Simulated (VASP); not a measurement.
Wanted: the native input for a VASP 6.6.1 run.

```yaml
Task: single point
Functional: PBE
Potentials_or_basis: VASP PAW PBE potentials, release 64 (Hg)
Cutoff: 520 eV
k_mesh: 18 × 18 × 18
Occupations: fermi-dirac, width 0.0612256 eV
Spin: no spin polarisation
Dipole_correction: no
Further_INCAR_settings: ALGO = Normal; EDIFF = 1e-06; NBANDS = 12
```

The structure of Hg lies in POSCAR:

```
Hg
1.0
    3.1305110744      0.0000000000      0.0000000000
    0.0000000000      3.1305110744      0.0000000000
    0.0000000000      0.0000000000      3.1305110744
Hg
1
Direct
    0.0000000000      0.0000000000      0.0000000000
```

These files were run (other wordings do the same):

INCAR

```
PREC = Accurate
ENCUT = 520
EDIFF = 1E-6
ISMEAR = -1
SIGMA = 0.06122561905347299
LREAL = F
LASPH = T
NELM = 80
ALGO = Normal
ISIF = 2
LWAVE = F
LCHARG = F
GGA = PE
NBANDS = 12
```

KPOINTS

```
Automatic mesh
0
Gamma
  18 18 18
```

Potentials or basis: VASP PAW PBE potentials, release 64 (Hg).

Launch:

```console
$ cat potpaw_PBE.64/Hg/POTCAR > POTCAR
$ mpirun -np 1 vasp_std > vasp.out
```

It gave:

```
Pressure               : -0.2 GPa
Band gap on the k mesh : zero (band 6 reaches 4.50 eV, above the bottom of band 7 at -0.09 eV)
```

Caveat: spin-orbit coupling is left out, which moves the levels of the heavy elements.

It took 22 s on 1 thread of AMD EPYC 9R45 96-Core Processor (Zen 5), with other jobs on the host, peak memory 0.16 GiB.
